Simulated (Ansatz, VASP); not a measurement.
One calculation of KF, two programs

```
CELL_PARAMETERS angstrom
0.00000 -5.42066 0.00000
0.00000 0.00000 5.42066
-5.42066 0.00000 0.00000
ATOMIC_POSITIONS crystal
K 0.00000 0.50000 0.50000
K 0.50000 0.50000 0.00000
K 0.00000 0.00000 0.00000
K 0.50000 0.00000 0.50000
F 0.00000 0.50000 0.00000
F 0.50000 0.50000 0.50000
F 0.00000 0.00000 0.50000
F 0.50000 0.00000 0.00000
```

Alike in both runs: task relaxation of cell and atoms; functional PBE; k mesh 6 × 6 × 6; occupations gaussian, width 0.02 eV; no spin polarisation.

|  | VASP | Ansatz |
| --- | --- | --- |
| version | VASP 6.6.1 | Ansatz 0.2.0 |
| potentials or method | VASP PAW PBE potentials, release 64 (K_sv, F), cutoff 600 eV | scalar-relativistic, plane waves, PAW |
| valence electrons in the cell | 64 | 64 |

|  | VASP | Ansatz | Ansatz less VASP |
| --- | --- | --- | --- |
| gap on the k mesh at the Fermi level, each at its own relaxed structure (eV) | 5.95 | 5.96 | +0.013 |
| relaxed volume (Å³/atom) | 19.91 | 19.91 | 0.000 |
| relaxed length of the cell vector where the two differ most in proportion (Å) | 5.421 | 5.421 | 0.0000 |

Noted on VASP's run: the relaxation stopped at its first step, so nothing moved.
